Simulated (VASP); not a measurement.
Wanted: the native input for a VASP 6.6.1 run.

```yaml
Task: single point
Functional: PBE
Potentials_or_basis: VASP PAW PBE potentials, release 64 (Ga_d, N, H)
Cutoff: 520 eV
k_mesh: 1 × 1 × 10
Occupations: gaussian, width 0.05 eV
Spin: no spin polarisation
Dipole_correction: no
Further_INCAR_settings: LREAL = Auto; ALGO = Normal; EDIFF = 1e-06; NBANDS = 76
```

The structure of Ga3H5N3 lies in POSCAR:

```
Ga3H5N3
1.0
   16.4000000000      0.0000000000      0.0000000000
    0.0000000000     18.8000000000      0.0000000000
    0.0000000000      0.0000000000      3.2559987795
Ga N H
6 6 10
Direct
    0.4180052088      0.6986501365      0.0000000000
    0.5579422873      0.4940903740      0.0000000000
    0.4017630969      0.5525349654      0.5000000000
    0.5474533712      0.3446466219      0.5000000000
    0.5737815255      0.6441342662      0.5000000000
    0.3873922878      0.4053945480      0.0000000000
    0.4574719833      0.6418710123      0.5000000000
    0.5960436278      0.4364480416      0.5000000000
    0.6082263404      0.5848386121      0.0000000000
    0.4426874790      0.4946611551      0.0000000000
    0.5862076362      0.2895780385      0.0000000000
    0.4326877301      0.3507598041      0.5000000000
    0.4686155297      0.7698087789      0.0000000000
    0.3223557741      0.6956820810      0.0000000000
    0.6585952648      0.4350166336      0.5000000000
    0.3068292126      0.5461767916      0.5000000000
    0.6707044738      0.5823276576      0.0000000000
    0.6265183051      0.7130306195      0.5000000000
    0.6482984943      0.2836268487      0.0000000000
    0.5628093720      0.2390366278      0.0000000000
    0.2934988729      0.3944023978      0.0000000000
    0.4047296191      0.3019405894      0.5000000000
```

The input as run:

INCAR

```
SYSTEM = Ga3H5N3
ALGO = Normal ; EDIFF = 1E-6
ENCUT = 520 ; GGA = PE
ISIF = 2 ; ISMEAR = 0
LASPH = .True. ; LCHARG = .False.
LREAL = Auto ; LWAVE = .False.
NBANDS = 76 ; NELM = 80
PREC = Accurate ; SIGMA = 0.05
```

KPOINTS

```
k-points
0
Gamma
  1 1 10
  0 0 0
```

Potentials or basis: VASP PAW PBE potentials, release 64 (Ga_d, N, H).

Command:

```sh
$ cat potpaw_PBE.64/Ga_d/POTCAR potpaw_PBE.64/N/POTCAR potpaw_PBE.64/H/POTCAR > POTCAR
$ mpirun -np 1 vasp_std > vasp.out
```

Results of the run:

```yaml
Largest_force: 0.052 eV/Å
Band_gap_on_the_k_mesh: 0.96 eV, direct
```

Run time: 16 min on 1 thread of Intel(R) Xeon(R) Platinum 8259CL CPU @ 2.50GHz (Skylake/Cascade Lake), with other jobs on the host, peak memory 0.98 GiB.
